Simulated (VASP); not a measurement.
# NbTe (Fm-3m) in VASP: further runs, part 2 of 2

VASP 6.6.1.

## (4) Single point, PBE, collinear spin (23.64 Å³/atom)

This run uses another cell than the first one, of 23.64 Å³/atom.

Input file INCAR:

```
SYSTEM = NbTe
ALGO = Normal
EDIFF = 1E-7
ENCUT = 520
GGA = PE
ISIF = 2
ISMEAR = 0
ISPIN = 2
LASPH = .TRUE.
LCHARG = .FALSE.
LMAXMIX = 4
LORBIT = 11
LREAL = .FALSE.
LWAVE = .FALSE.
MAGMOM = 0.88 0
NBANDS = 20
NELM = 150
PREC = Accurate
SIGMA = 0.05
```

Input file KPOINTS:

```
k-points
0
G
  10 10 10
  0 0 0
```

Input file POSCAR:

```
NbTe
1.0
    0.0000000000      2.8698795219      2.8698795219
    2.8698795219      0.0000000000      2.8698795219
    2.8698795219      2.8698795219      0.0000000000
Nb Te
1 1
Direct
    0.5000000000      0.5000000000      0.5000000000
    0.0000000000      0.0000000000      0.0000000000
```

Command:

```bash
$ cat potpaw_PBE.64/Nb_sv/POTCAR potpaw_PBE.64/Te/POTCAR > POTCAR
$ mpirun -np 1 vasp_std > vasp.out
```

It took 98 s on 1 thread of Intel Xeon 6975P-C (Granite Rapids), shared host; peak memory 0.22 GiB.

It converged, with:

```yaml
Free_energy: -12.5768 eV
Pressure: -1.5 GPa
Band_gap_on_the_k_mesh: zero (filled and empty bands overlap)
Net_moment: 0.99 μB per cell
Site_moments: Nb +0.76; Te -0.01 μB
Valence_electrons_inside_the_program's_atomic_spheres: Nb 10.65; Te 3.48
```

Levels at points of the mesh, in eV from the Fermi level:
Spin up:
| k point | band 7 | band 8 | band 9 | band 10 | band 11 | band 12 | band 13 | band 14 |
| --- | --- | --- | --- | --- | --- | --- | --- | --- |
| (0.00, 0.00, 0.00) | -1.60 | -1.60 | -1.56 | -1.56 | -1.56 | -1.20 | -1.20 | 2.75 |
| (0.50, 0.00, 0.00) | -4.59 | -4.59 | -0.11 | -0.11 | 0.33 | 2.14 | 4.46 | 4.46 |
| (0.50, 0.50, 0.00) | -3.22 | -3.22 | -2.94 | -0.49 | 0.45 | 0.45 | 0.82 | 2.16 |
Spin down:
```tsv
k point	band 7	band 8	band 9	band 10	band 11	band 12
(0.00, 0.00, 0.00)	-1.54	-1.54	-1.01	-1.01	-1.01	-0.70
(0.50, 0.00, 0.00)	-4.36	-4.36	0.58	0.58	0.99	2.31
(0.50, 0.50, 0.00)	-3.16	-3.16	-2.46	0.04	1.20	1.20
```

Caveat: spin-orbit coupling is left out, which moves the levels of the heavy elements.

## (5) Single point, PBE, collinear spin

This run uses another cell than the first one, of 24.14 Å³/atom.

Input file INCAR:

```
PREC = Accurate ; ENCUT = 520
EDIFF = 1E-6 ; ISMEAR = 0
SIGMA = 0.05 ; LREAL = F
LASPH = T ; NELM = 150
ALGO = Normal ; ISIF = 2
LWAVE = F ; LCHARG = T
ISPIN = 2 ; MAGMOM = 2 0
LORBIT = 11 ; LMAXMIX = 4
GGA = PE ; LELF = T
LVHAR = T ; NBANDS = 20
```

Input file KPOINTS:

```
regular mesh
0
Gamma
  10 10 10
```

Input file POSCAR:

```
NbTe
1.0
    0.0000000000      2.8900000000      2.8900000000
    2.8900000000      0.0000000000      2.8900000000
    2.8900000000      2.8900000000      0.0000000000
Nb Te
1 1
Direct
    0.5000000000      0.5000000000      0.5000000000
    0.0000000000      0.0000000000      0.0000000000
```

Potentials or basis: VASP PAW PBE potentials, release 64 (Nb_sv, Te).

Command:

```bash
$ cat potpaw_PBE.64/Nb_sv/POTCAR potpaw_PBE.64/Te/POTCAR > POTCAR
$ mpirun -np 1 vasp_std > vasp.out
```

OUTCAR:

```text
PREC = Accurate
   ENCUT = 520
   EDIFF = 1E-6
   ISMEAR = 0
   LREAL = F
   LASPH = T
   NELM = 150
   ISIF = 2
   ISPIN = 2
   LORBIT = 11
   GGA = PE

 ion  position               nearest neighbor table
   1  0.500  0.500  0.500-   2 2.89   2 2.89   2 2.89   2 2.89   2 2.89   2 2.89
   2  0.000  0.000  0.000-   1 2.89   1 2.89   1 2.89   1 2.89   1 2.89   1 2.89

  LATTYP: Found a face centered cubic cell.
 ALAT       =     5.7800000000

  Lattice vectors:

 A1 = (   0.0000000000,   2.8900000000,   2.8900000000)
 A2 = (   2.8900000000,   0.0000000000,   2.8900000000)
 A3 = (   2.8900000000,   2.8900000000,   0.0000000000)

Analysis of symmetry for initial positions (statically):
=====================================================================
 Subroutine PRICEL returns:
 Original cell was already a primitive cell.

 Routine SETGRP: Setting up the symmetry group for a
 face centered cubic supercell.

 Subroutine GETGRP returns: Found 48 space group operations
[... 750 lines left out ...]
      5      -3.7501      1.00000
      6       8.2198      1.00000
[... 541 lines left out ...]
     19      22.1317      0.00000
     20      23.1120      0.00000

 [... further k-points ...]

------------------------ aborting loop because EDIFF is reached ----------------------------------------

  FORCE on cell =-STRESS in cart. coord.  units (eV):
  Direction    XX          YY          ZZ          XY          YZ          ZX
  --------------------------------------------------------------------------------------
  -------------------------------------------------------------------------------------
  Total       -0.9800071     -0.9800071     -0.9800071      0.0000000      0.0000000      0.0000000
  in kB      -32.5249234    -32.5249234    -32.5249234      0.0000000      0.0000000      0.0000000
  external PRESSURE =     -32.5249234 kB  Pullay stress =       0.0000000 kB

 VOLUME and BASIS-vectors are now :
 -----------------------------------------------------------------------------
  energy-cutoff  :      520.00
  volume of cell :       48.28
      direct lattice vectors                 reciprocal lattice vectors
     0.000000000  2.890000000  2.890000000    -0.173010381  0.173010381  0.173010381
     2.890000000  0.000000000  2.890000000     0.173010381 -0.173010381  0.173010381
     2.890000000  2.890000000  0.000000000     0.173010381  0.173010381 -0.173010381

 POSITION                                       TOTAL-FORCE (eV/Angst)
 -----------------------------------------------------------------------------------
      2.89000      2.89000      2.89000         0.000000     -0.000000     -0.000000
      0.00000      0.00000      0.00000        -0.000000      0.000000      0.000000
 -----------------------------------------------------------------------------------
    total drift:                                0.000000     -0.000000      0.000000

  FREE ENERGIE OF THE ION-ELECTRON SYSTEM (eV)
  ---------------------------------------------------
  free  energy   TOTEN  =       -12.5620649098 eV

  energy  without entropy=      -12.5590308686  energy(sigma->0) =      -12.56054789

 total charge

# of ion       s       p       d       tot
------------------------------------------
    1        2.112   5.945   2.577  10.633
    2        1.330   2.047   0.090   3.466
--------------------------------------------------
tot          3.442   7.992   2.666  14.100

 magnetization (x)

# of ion       s       p       d       tot
------------------------------------------
    1        0.013   0.005   0.782   0.799
    2       -0.000  -0.032   0.013  -0.019
--------------------------------------------------
tot          0.012  -0.027   0.794   0.780
```

stdout:

```text
POSCAR found type information on POSCAR NbTe
 POSCAR found :  2 types and       2 ions
 scaLAPACK will be used
 LDA part: xc-table for (Slater+PW92), standard interpolation
 POSCAR, INCAR and KPOINTS ok, starting setup
 FFT: planning ... GRIDC
 FFT: planning ... GRID_SOFT
 FFT: planning ... GRID
 WAVECAR not read
 entering main loop
```

Wall time 2 min (1 thread of Intel Xeon 6975P-C (Granite Rapids), shared host); peak memory 0.23 GiB.

What came out:

- Free energy: -12.5621 eV
- Pressure: -3.3 GPa
- Band gap on the k mesh: zero (filled and empty bands overlap)
- Net moment: 1.03 μB per cell
- Site moments: Nb +0.80; Te -0.02 μB
- Valence electrons inside the program's atomic spheres: Nb 10.63; Te 3.47

Caveat: the cell stands under tension; spin-orbit coupling is left out, which moves the levels of the heavy elements.

## (6) Single point, PBE, collinear spin

This run uses another cell than the first one: it holds 4 atoms, not 2.

Input file INCAR:

```
PREC = Accurate
ENCUT = 520
EDIFF = 1E-6
ISMEAR = 0
SIGMA = 0.05
LREAL = False
LASPH = True
NELM = 150
ALGO = Normal
ISIF = 2
LWAVE = False
LCHARG = True
ISPIN = 2
MAGMOM = 2 -2 0 0
LORBIT = 11
LMAXMIX = 4
GGA = PE
LELF = True
LVHAR = True
NBANDS = 31
```

Input file KPOINTS:

```
Automatic mesh
0
Gamma
  10 10 5
```

Input file POSCAR:

```
NbTe
1.0
    0.0000000000      2.8559309941      2.8559309941
    2.8559309941      0.0000000000      2.8559309941
    5.7118619882      5.7118619882      0.0000000000
Nb Te
2 2
Direct
    0.5000000000      0.5000000000      0.2500000000
    0.5000000000      0.5000000000      0.7500000000
    0.0000000000      0.0000000000      0.0000000000
    0.0000000000      0.0000000000      0.5000000000
```

Potentials or basis: VASP PAW PBE potentials, release 64 (Nb_sv, Te).

Command:

```bash
$ cat potpaw_PBE.64/Nb_sv/POTCAR potpaw_PBE.64/Te/POTCAR > POTCAR
$ mpirun -np 1 vasp_std > vasp.out
```

It took 28 min on 1 thread of Intel Xeon 6975P-C (Granite Rapids), shared host; peak memory 0.44 GiB.

Results (log left out):

| Item | Value |
| --- | --- |
| Free energy | -25.1393 eV |
| Pressure | -0.8 GPa |
| Band gap on the k mesh | zero (filled and empty bands overlap) |
| Net moment | 0.00 μB per cell |
| Valence electrons inside the program's atomic spheres | Nb 10.65; Te 3.49 |

Levels at points of the mesh, in eV from the Fermi level:
Spin up:
```tsv
k point	band 17	band 18	band 19	band 20	band 21	band 22
(0.00, 0.00, 0.00)	-1.38	-1.38	-1.38	-1.01	-1.01	0.19
(0.50, 0.00, 0.00)	-2.78	-0.27	0.19	0.19	0.63	0.78
```
Spin down:
```csv
k point,band 16,band 17,band 18,band 19,band 20,band 21,band 22,band 23
"(0.00, 0.00, 0.00)",-1.52,-1.38,-1.38,-1.38,-1.01,-1.01,0.19,0.19
"(0.50, 0.00, 0.00)",-3.19,-2.78,-0.27,0.19,0.19,0.63,0.78,0.78
```

Caveat: spin-orbit coupling is left out, which moves the levels of the heavy elements.

## (7) Summary

```tsv
cell	k mesh	gap on the mesh (eV)	pressure (GPa)	moment (μB)
a = 4.039 Å, angles 60.0°, 2 atoms, atomic positions A	10 × 10 × 10	none	-0.8	0.09
a = 4.059 Å, angles 60.0°, 2 atoms, atomic positions A	10 × 10 × 10	none	-1.5	0.99
a = 4.087 Å, angles 60.0°, 2 atoms, atomic positions A	10 × 10 × 10	none	-3.3	1.03
a = 4.039, b = 4.039, c = 8.078 Å, angles 60.0°, 4 atoms, atomic positions B	10 × 10 × 5	none	-0.8	0.00
```

Alike in all rows: task single point; level PBE; potentials or basis VASP PAW PBE potentials, release 64 (Nb_sv, Te); spin collinear; cutoff (eV) 520; smearing gaussian 0.05 eV.

Caveats: spin-orbit coupling is left out, which moves the levels of the heavy elements; the cell stands under tension (at least some runs).

Total energies depend on the potentials used, so only differences within one code and one set of settings carry meaning.
